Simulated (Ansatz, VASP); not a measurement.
**ZnSe2: VASP beside Ansatz**

Contents of INCAR:

```
SYSTEM = ZnSe2
PREC = Accurate ; ENCUT = 520
EDIFF = 1E-6 ; ISMEAR = 0
SIGMA = 0.02 ; LREAL = .FALSE.
LASPH = .TRUE. ; NELM = 80
ALGO = Normal ; ISIF = 2
LWAVE = .FALSE. ; LCHARG = .FALSE.
GGA = PS ; NBANDS = 60
```

File KPOINTS:

```
regular mesh
0
G
  6 6 6
  0 0 0
```

Contents of POSCAR:

```
ZnSe2
1.0
    6.2392186514      0.0000000000      0.0000000000
    0.0000000000      6.2392186514      0.0000000000
    0.0000000000      0.0000000000      6.2392186514
Zn Se
4 8
Direct
    0.5000000000      0.5000000000      0.0000000000
    0.5000000000      0.0000000000      0.5000000000
    0.0000000000      0.5000000000      0.5000000000
    0.0000000000      0.0000000000      0.0000000000
    0.1099629532      0.8900370468      0.3900370468
    0.8900370468      0.3900370468      0.1099629532
    0.3900370468      0.1099629532      0.8900370468
    0.6099629532      0.6099629532      0.6099629532
    0.8900370468      0.1099629532      0.6099629532
    0.1099629532      0.6099629532      0.8900370468
    0.6099629532      0.8900370468      0.1099629532
    0.3900370468      0.3900370468      0.3900370468
```

Input for Ansatz:

```yaml
crystal:
  lattice:
    - [6.2392186514, 0.0, 0.0]
    - [0.0, 6.2392186514, 0.0]
    - [0.0, 0.0, 6.2392186514]
  atoms:
    - { symbol: Zn, position: [0.5, 0.5, 0.0] }
    - { symbol: Zn, position: [0.5, 0.0, 0.5] }
    - { symbol: Zn, position: [0.0, 0.5, 0.5] }
    - { symbol: Zn, position: [0.0, 0.0, 0.0] }
    - { symbol: Se, position: [0.1099629532, 0.8900370468, 0.3900370468] }
    - { symbol: Se, position: [0.8900370468, 0.3900370468, 0.1099629532] }
    - { symbol: Se, position: [0.3900370468, 0.1099629532, 0.8900370468] }
    - { symbol: Se, position: [0.6099629532, 0.6099629532, 0.6099629532] }
    - { symbol: Se, position: [0.8900370468, 0.1099629532, 0.6099629532] }
    - { symbol: Se, position: [0.1099629532, 0.6099629532, 0.8900370468] }
    - { symbol: Se, position: [0.6099629532, 0.8900370468, 0.1099629532] }
    - { symbol: Se, position: [0.3900370468, 0.3900370468, 0.3900370468] }
basis:
  ecutwfc: 420
kpoints:
  mp_grid: { grid: [6, 6, 6] }
hamiltonian:
  xc: pbesol
scf:
  occupations: { method: gaussian, width: 0.02 }
output:
  forces: true
  stress: true
  eigenvalues: true
```

Alike in both runs: task single point; functional PBEsol; k mesh 6 × 6 × 6; occupations gaussian, width 0.02 eV; no spin polarisation.

```csv
,VASP,Ansatz
version,VASP 6.6.1,Ansatz 0.2.0
potentials or method,"VASP PAW PBE potentials, release 64 (Zn, Se), cutoff 520 eV","scalar-relativistic, plane waves, PAW"
valence electrons in the cell,96,176
```

|  | VASP | Ansatz | Ansatz less VASP |
| --- | --- | --- | --- |
| gap on the k mesh at the Fermi level (eV) | 0.69 | 0.69 | 0.000 |
| least direct gap on the mesh (eV) | 0.84 | 0.84 | -0.005 |
| pressure (GPa) | 0.3 | 0.0 | -0.27 |
| rms of the force components (eV/Å) | 0.015 | 0.002 | -0.0125 |

VASP's potentials were made for PBE, not for PBEsol. Atom by atom the forces differ by 0.013 eV/Å (rms over components). VASP's potentials hold 96 valence electrons a cell and Ansatz's 176, so a difference there can come from the potentials and not from the codes.
